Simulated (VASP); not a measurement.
Wanted: the native input for a VASP 6.6.1 run.

* Task: single point
* Functional: LDA
* Potentials or basis: VASP PAW LDA potentials, release 64 (Ni_sv_GW)
* Cutoff: 590 eV
* k mesh: 22 × 22 × 22
* Occupations: gaussian, width 0.05 eV
* Spin: collinear spin, ferromagnetic start
* Starting moments: [0.71] μB
* Dipole correction: no
* Further INCAR settings: ALGO = Normal; EDIFF = 1e-06; NBANDS = 19

The structure of Ni lies in POSCAR:

```
Ni
1.0
    0.0000000000      1.6891805685      1.6891805685
    1.6891805685      0.0000000000      1.6891805685
    1.6891805685      1.6891805685      0.0000000000
Ni
1
Direct
    0.0000000000      0.0000000000      0.0000000000
```

These files were run (other wordings do the same):

INCAR

```
PREC = Accurate ; ENCUT = 590
EDIFF = 1E-6 ; ISMEAR = 0
SIGMA = 0.05 ; LREAL = F
LASPH = T ; NELM = 200
ALGO = Normal ; ISIF = 2
LWAVE = F ; LCHARG = F
ISPIN = 2 ; MAGMOM = 0.71
LORBIT = 11 ; LMAXMIX = 4
NBANDS = 19 ; GGA_COMPAT = F
```

KPOINTS

```
regular mesh
0
Gamma
  22 22 22
```

Potentials or basis: VASP PAW LDA potentials, release 64 (Ni_sv_GW).

Launch:

```console
$ cat potpaw_LDA.64/Ni_sv_GW/POTCAR > POTCAR
$ mpirun -np 1 vasp_std > vasp.out
```

Results of the run:

The pressure is 7.4 GPa. The net moment is 0.55 μB per cell. The site moments are Ni +0.57 μB and the valence electrons inside the program's atomic spheres are Ni 16.49.

Caveat: the cell stands under pressure.

It took 2.9 min on 1 thread of AMD EPYC 7R43 64-Core Processor (Zen 3), with other jobs on the host, peak memory 0.2 GiB.
